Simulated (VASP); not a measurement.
Wanted: the native input for a VASP 6.6.1 run.

```yaml
Task: single point
Functional: PBE
Potentials_or_basis: VASP PAW PBE potentials, release 64 (Ca_sv)
Cutoff: 500 eV
k_mesh: 6 × 6 × 6
Occupations: gaussian, width 0.1 eV
Spin: no spin polarisation
Dipole_correction: no
Further_INCAR_settings: ALGO = Normal; EDIFF = 1e-06; NBANDS = 11
```

The structure of Ca lies in POSCAR:

```
Ca
1.0
   -2.2555036908      2.2555036908      2.2462062601
    2.2555036908     -2.2555036908      2.2462062601
    2.2555036908      2.2555036908     -2.2462062601
Ca
1
Direct
    0.5000000000      0.5000000000      0.0000000000
```

These files were run (other wordings do the same):

INCAR

```
ALGO = Normal
EDIFF = 1E-6
ENCUT = 500
GGA = PE
GGA_COMPAT = F
ISIF = 2
ISMEAR = 0
LASPH = T
LCHARG = F
LREAL = F
LWAVE = F
NBANDS = 11
NELM = 120
PREC = Accurate
SIGMA = 0.1
```

KPOINTS

```
k-points
0
Gamma
  6 6 6
```

Potentials or basis: VASP PAW PBE potentials, release 64 (Ca_sv).

The run is started by

```bash
$ cat potpaw_PBE.64/Ca_sv/POTCAR > POTCAR
$ mpirun -np 1 vasp_std > vasp.out
```

Results of the run:

The pressure is -1.1 GPa. The band gap on the k mesh is zero (band 5 reaches 1.86 eV, above the bottom of band 6 at 1.60 eV).

Run time: 21 s on 1 thread of Intel Xeon 8259CL, on a shared host, peak memory 0.16 GiB.
